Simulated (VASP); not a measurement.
A run of VASP 6.6.1:

File INCAR:

```
ALGO = Normal
EDIFF = 1E-6
ENCUT = 520
GGA = PE
ISIF = 2
ISMEAR = 0
IVDW = 12
LASPH = True
LCHARG = False
LREAL = False
LWAVE = False
NBANDS = 16
NELM = 100
PREC = Accurate
SIGMA = 0.1
```

Contents of KPOINTS:

```
k-points
0
Gamma
  7 7 7
```

POSCAR

```
CdTe
1.0
    4.4083118292      0.0000000000      0.0000000000
    2.2041559146      3.8177100319      0.0000000000
    2.2041559146      1.2725700106      3.5993715362
Te Cd
1 1
Direct
    0.7500000000      0.7500000000      0.7500000000
    0.0000000000      0.0000000000      0.0000000000
```

Potentials or basis: VASP PAW PBE potentials, release 64 (Te, Cd).

The run is started by

```sh
$ cat potpaw_PBE.64/Te/POTCAR potpaw_PBE.64/Cd/POTCAR > POTCAR
$ mpirun -np 1 vasp_std > vasp.out
```

Hardware: 1 thread of Intel Xeon 6975P-C, on a shared host.

Q: Estimate the wall time of this run.

A: Wall time 33 s on 1 thread of Intel Xeon 6975P-C (shared host), peak memory 0.22 GiB. Counts: scf iterations 12, k points 20.
